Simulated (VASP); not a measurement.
A run of VASP 6.6.1 is set up as follows.

File POSCAR:

```
LiCl
1.0
    0.0639531955      2.7437014098      2.7437014098
    2.7437014098      0.0639531955      2.7437014098
    2.7437014098      2.7437014098      0.0639531955
Li Cl
1 1
Direct
    0.0023726868      0.0023726868      0.0023726868
    0.2476273132      0.2476273132      0.2476273132
```

Contents of INCAR.step1:

```
SYSTEM = LiCl
  ALGO = Normal
  EDIFF = 1E-5
  ENCUT = 520
  GGA = PE
  ISIF = 2
  ISMEAR = 0
  LASPH = .TRUE.
  LCHARG = .FALSE.
  LREAL = .FALSE.
  LWAVE = .TRUE.
  NBANDS = 12
  NELM = 80
  PREC = Accurate
  SIGMA = 0.01
```

INCAR.step2

```
SYSTEM = LiCl
  ALGO = Normal
  EDIFF = 1E-7
  ENCUT = 520
  GGA = PE
  HFSCREEN = 0.2079
  ISIF = 2
  ISMEAR = 0
  ISTART = 1
  LASPH = .TRUE.
  LCHARG = .FALSE.
  LHFCALC = .TRUE.
  LREAL = .FALSE.
  LWAVE = .FALSE.
  NBANDS = 12
  NELM = 80
  PREC = Accurate
  PRECFOCK = Normal
  SIGMA = 0.01
```

KPOINTS

```
k-points
0
G
  6 6 6
  0 0 0
```

Potentials or basis: VASP PAW PBE potentials, release 64 (Li_sv, Cl).

Run with:

```console
$ cat potpaw_PBE.64/Li_sv/POTCAR potpaw_PBE.64/Cl/POTCAR > POTCAR
$ cp INCAR.step1 INCAR
$ mpirun -np 1 vasp_std > vasp.out
$ cp INCAR.step2 INCAR
$ mpirun -np 1 vasp_std > vasp.out
```

**Question.** Predict the band gap on the k mesh.

**Answer.** 7.41 eV.

**Question.** Estimate the largest force.

**Answer.** 0.008 eV/Å.

Forces in eV/Å, atoms in the order of the input:
```
Li  -0.005 -0.005 -0.005
Cl   0.005  0.005  0.005
```

Caveat: the cell differs from its parent crystal (epitaxial 111 strain -1.9%); the PAW data sets were made with another functional, which shifts forces and pressure a little. A k mesh can miss the band edges.
